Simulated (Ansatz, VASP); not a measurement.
**Zn: VASP beside Ansatz**

```
CELL_PARAMETERS angstrom
4.10289 0.00000 0.00000
-2.05145 3.55321 0.00000
0.00000 0.00000 3.41984
ATOMIC_POSITIONS crystal
Zn 0.33333 0.00000 0.33333
Zn 0.00000 0.33333 0.66667
Zn 0.66667 0.66667 0.00000
```

Alike in both runs: functional PBE; k mesh 6 × 6 × 4; occupations gaussian, width 0.1 eV; no spin polarisation.

Ansatz relaxed the structure, and its values are those at the end. VASP's run is a single point on that final structure, the one shown.

|  | VASP | Ansatz |
| --- | --- | --- |
| version | VASP 6.6.1 | Ansatz 0.2.0 |
| potentials or method | VASP PAW PBE potentials, release 64 (Zn), cutoff 520 eV | scalar-relativistic, plane waves, PAW |
| valence electrons in the cell | 36 | 36 |

```tsv
	VASP	Ansatz	Ansatz less VASP
gap on the k mesh at the Fermi level (eV)	none	none	-
pressure (GPa)	0.3	0.1	-0.27
```

A gap of «none» marks a metal or a gap that the smearing closes. With one functional, cell and mesh, what is left measures potentials, basis and numerics.

The k mesh is coarse, so the values compare programs but aren't converged.
